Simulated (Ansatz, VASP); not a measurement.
## Two plane-wave programs on ScAl3

```
Sc Al
1.0
     4.10533    0.00000    0.00000
     0.00000    4.10533    0.00000
     0.00000    0.00000    4.10533
Sc Al
1 3
Direct
  0.00000 0.00000 0.00000
  0.44833 0.94833 0.50000
  0.94833 0.44833 0.50000
  0.44833 0.44833 0.00000
```

Change from the starting cell: all Al atoms moved -0.300 Å, as atom 2 along Cartesian [1 1 0].

Alike in both runs: task single point; functional PBE; k mesh 12 × 12 × 12; occupations gaussian, width 0.15 eV; no spin polarisation.

```csv
,VASP,Ansatz
version,VASP 6.6.1,Ansatz 0.2.0
potentials or method,"VASP PAW PBE potentials, release 64 (Sc_sv, Al), cutoff 520 eV","scalar-relativistic, plane waves, PAW"
valence electrons in the cell,20,20
```

```tsv
	VASP	Ansatz	Ansatz less VASP
gap on the k mesh at the Fermi level (eV)	none	none	-
pressure (GPa)	2.3	2.3	-0.04
traceless stress, the component that is largest in VASP (GPa)	1.60	1.60	-0.003
rms of the force components (eV/Å)	1.020	1.017	-0.0036
```

Atom by atom the forces differ by 0.004 eV/Å (rms over components). A gap of «none» marks a metal or a gap that the smearing closes. With one functional, cell and mesh, what is left measures potentials, basis and numerics.
